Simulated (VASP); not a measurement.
Write the native input for VASP 6.6.1 that does the following.

```
Task                   : single point
Functional             : PBE
Potentials or basis    : VASP PAW PBE potentials, release 64 (Na_pv)
Cutoff                 : 520 eV
k mesh                 : 14 × 14 × 14
Occupations            : gaussian, width 0.1 eV
Spin                   : no spin polarisation
Dipole correction      : no
Further INCAR settings : ALGO = Normal; EDIFF = 1e-06; NBANDS = 10
```

The structure of Na lies in POSCAR:

```
Na
1.0
   -2.0949070445      2.0949070445      2.0949070445
    2.0949070445     -2.0949070445      2.0949070445
    2.0949070445      2.0949070445     -2.0949070445
Na
1
Direct
    0.0000000000      0.0000000000      0.0000000000
```

These files were run (other wordings do the same):

INCAR

```
SYSTEM = Na
  ALGO = Normal
  EDIFF = 1E-6
  ENCUT = 520
  GGA = PE
  ISIF = 2
  ISMEAR = 0
  LASPH = .TRUE.
  LCHARG = .TRUE.
  LELF = .TRUE.
  LREAL = .FALSE.
  LVHAR = .TRUE.
  LWAVE = .FALSE.
  NBANDS = 10
  NELM = 100
  PREC = Accurate
  SIGMA = 0.1
```

KPOINTS

```
k-points
0
G
  14 14 14
  0 0 0
```

Potentials or basis: VASP PAW PBE potentials, release 64 (Na_pv).

Command:

```sh
$ cat potpaw_PBE.64/Na_pv/POTCAR > POTCAR
$ mpirun -np 1 vasp_std > vasp.out
```

It gave:

The pressure is 0.0 GPa.

Wall time 18 s on 1 thread of AMD EPYC 7R13 Processor (Zen 3), on a shared host, peak memory 0.14 GiB.
